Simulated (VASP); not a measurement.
Wanted: the native input for a VASP 6.6.1 run.

```
Task                   : single point
Functional             : PBE
Potentials or basis    : VASP PAW PBE potentials, release 64 (Ca_sv, Nb_sv, O)
Cutoff                 : 520 eV
k mesh                 : 3 × 3 × 4
Occupations            : gaussian, width 0.1 eV
Spin                   : collinear spin
Starting moments       : [-0.01, 0.09, 0.09, 0.0, -0.01, -0.01, -0.01, 0.0] μB
Dipole correction      : no
Further INCAR settings : ALGO = Normal; EDIFF = 1e-06; NBANDS = 47
```

The structure of CaNb2O5 lies in POSCAR:

```
CaNb2O5
1.0
    7.3583562900      0.0000000000      0.0000000000
   -3.6791781400      6.3725234700      0.0000000000
    0.0000000000      0.0000000000      4.4281500200
Ca Nb O
1 2 5
Direct
    0.0000000000      0.0000000000      0.0000000000
    0.3333333300      0.6666666700      0.5000000000
    0.6666666700      0.3333333300      0.5000000000
    0.3333333300      0.6666666700      0.9209602200
    0.0000000000      0.5000000000      0.4947068800
    0.5000000000      0.5000000000      0.4947068800
    0.5000000000      0.0000000000      0.4947068800
    0.6666666700      0.3333333300      0.9209602200
```

The input as run:

INCAR

```
PREC = Accurate
ENCUT = 520
EDIFF = 1E-6
ISMEAR = 0
SIGMA = 0.1
LREAL = F
LASPH = T
NELM = 150
ALGO = Normal
ISIF = 2
LWAVE = F
LCHARG = F
ISPIN = 2
MAGMOM = -0.01 0.09 0.09 0 -0.01 -0.01 -0.01 0
LORBIT = 11
LMAXMIX = 4
GGA = PE
NBANDS = 47
```

KPOINTS

```
regular mesh
0
Gamma
  3 3 4
```

Potentials or basis: VASP PAW PBE potentials, release 64 (Ca_sv, Nb_sv, O).

Command:

```console
$ cat potpaw_PBE.64/Ca_sv/POTCAR potpaw_PBE.64/Nb_sv/POTCAR potpaw_PBE.64/O/POTCAR > POTCAR
$ mpirun -np 1 vasp_std > vasp.out
```

It gave:

| Property | Result |
| --- | --- |
| Pressure | -16.3 GPa |
| Largest force | 2.795 eV/Å |
| Net moment | 0.32 μB per cell |
| Site moments | Ca -0.00; Nb +0.15; O -0.00, -0.01 μB |
| Valence electrons inside the program's atomic spheres | Ca 7.96; Nb 10.27; O 4.93, 4.91 |

Caveat: forces of over 1 eV/Å act on the atoms, so gaps and moduli don't describe the material at rest.

Wall time 4.3 min on 1 thread of Intel(R) Xeon(R) 6975P-C (Granite Rapids) (shared host), peak memory 0.48 GiB.
